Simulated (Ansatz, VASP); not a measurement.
Two plane-wave programs on Sb

```
Sb
1.0
     2.22539    1.33007    3.79488
    -2.07582    1.26555    3.73037
     0.01891   -2.42714    3.70675
Sb
2
Cartesian
  0.0394 0.0394 2.6242
  0.1291 0.1291 8.6078
```

Change from the starting cell: equal xy, yz and zx shear strains of +3 %, PAW files.

Alike in both runs: task electric field gradients; functional PBE; k mesh 9 × 9 × 9; occupations fermi-dirac, width 0.05 eV; no spin polarisation.

```csv
,VASP,Ansatz
version,VASP 6.6.1,Ansatz 0.2.0
potentials or method,"VASP PAW PBE potentials, release 64 (Sb)","PAW with Ansatz's default frozen-core files, scalar-relativistic"
plane-wave cutoff (eV),520,420
valence electrons in the cell,10,30
```

|  | VASP | Ansatz | Ansatz less VASP |
| --- | --- | --- | --- |
| pressure (GPa) | 3.3 | 3.2 | -0.08 |
| traceless stress, the component that is largest in VASP (GPa) | -1.78 | -1.78 | +0.007 |
| rms of the force components (eV/Å) | 0.174 | 0.151 | -0.0225 |
| size of Vzz on the site where it differs most (V/Å²) | 50.9 | 54.4 | +3.41 |

Atom by atom the forces differ by 0.026 eV/Å (rms over components). The functional is the same, so the differences come from potentials, cutoffs and numerics. VASP's potentials hold 10 valence electrons a cell and Ansatz's 30, so a difference there can come from the potentials and not from the codes.

Neither program's run includes spin-orbit coupling.
